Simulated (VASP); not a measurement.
Hg, 1 atom in the cell. It takes space group Pm-3m (No. 221, cubic). Conventional cell: a = 2.921 Å, b = 2.921 Å, c = 2.921 Å, α = 90.00°, β = 90.00°, γ = 90.00°. Within 3.8 Å of Hg (site symmetry m-3m) lie 6 Hg at 2.92 Å. 

```yaml
Program: VASP 6.6.1
Task: relaxation of cell and atoms
Functional: RPBE
Potentials_or_basis: VASP PAW PBE potentials, release 64 (Hg_sv_GW)
Cutoff: 500 eV
k_mesh: 11 × 11 × 11
Occupations: fermi-dirac, width 0.1 eV
Spin: no spin polarisation
Dipole_correction: no
Second_run: valence_matched
Further_INCAR_settings: ALGO = Normal; EDIFF = 1e-07; IBRION = 2; EDIFFG = -0.01; NSW = 80; ISIF = 3
```

Potentials or basis: VASP PAW PBE potentials, release 64 (Hg_sv_GW).

The run is started by

```console
$ cat potpaw_PBE.64/Hg_sv_GW/POTCAR > POTCAR
$ mpirun -np 1 vasp_std > vasp.out
```

Hardware: 1 thread of AMD EPYC 9R45 96-Core Processor (Zen 5), on a shared host.

Task: Estimate the wall time of this run.

Result: It took 40 s on 1 thread of AMD EPYC 9R45 96-Core Processor (Zen 5), on a shared host, peak memory 0.13 GiB. Counts: scf iterations 44, k points 56, ion steps 4.
